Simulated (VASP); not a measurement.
Runs of VASP 6.6.1 on TiTe2. The structure is that of space group P6/mmm (No. 191), or close to it. The cells are those of the table. 

```tsv
task	cell	k mesh	cutoff (eV)	gap on the mesh (eV)	pressure (GPa)	relaxed volume (Å³/atom)
single point	a = 5.295, b = 5.295, c = 3.119 Å, angles 90.0, 90.0, 120.0°, 3 atoms	6 × 6 × 6	520	none	0.0	-
relaxation of cell and atoms	relaxed from a = 4.451, b = 4.451, c = 4.806 Å, angles 90.0, 90.0, 120.0°, 3 atoms	6 × 6 × 4	600	none	-0.1	25.27
single point	a = 5.324, b = 5.324, c = 3.086 Å, angles 90.0, 90.0, 120.0°, 3 atoms	6 × 6 × 4	520	none	0.0	-
single point	a = 4.451, b = 4.451, c = 4.806 Å, angles 90.0, 90.0, 120.0°, 3 atoms	6 × 6 × 4	520	none	(a)	-
single point	a = 5.341, b = 5.341, c = 3.067 Å, angles 90.0, 90.0, 120.0°, 3 atoms	12 × 12 × 14	520	none	0.0	-
relaxation of cell and atoms	relaxed from a = 5.324, b = 5.324, c = 3.086 Å, angles 90.0, 90.0, 120.0°, 3 atoms	6 × 6 × 6	600	none	-0.1	25.26
relaxation of cell and atoms	relaxed from a = 5.295, b = 5.295, c = 3.119 Å, angles 90.0, 90.0, 120.0°, 3 atoms	12 × 12 × 14	600	none	0.0	25.26
```

Alike in all rows: level PBE; potentials or basis VASP PAW PBE potentials, release 64 (Ti_sv, Te); no spin polarisation; smearing gaussian 0.1 eV.

Problem. Fill in the values left out.

Solution. (a) 16.5.

Caveats: some runs use coarse meshes; spin-orbit coupling is left out, which moves the levels of the heavy elements; a cell axis changed by over 15 % at a fixed basis, so the end point is rough (at least some runs); the stress differs along the axes, from -10 to 30 GPa (at least some runs).

A k mesh can miss the band edges, and the runs leave out spin-orbit coupling on Te.

A gap of «none» marks levels without a gap at the run's occupations.
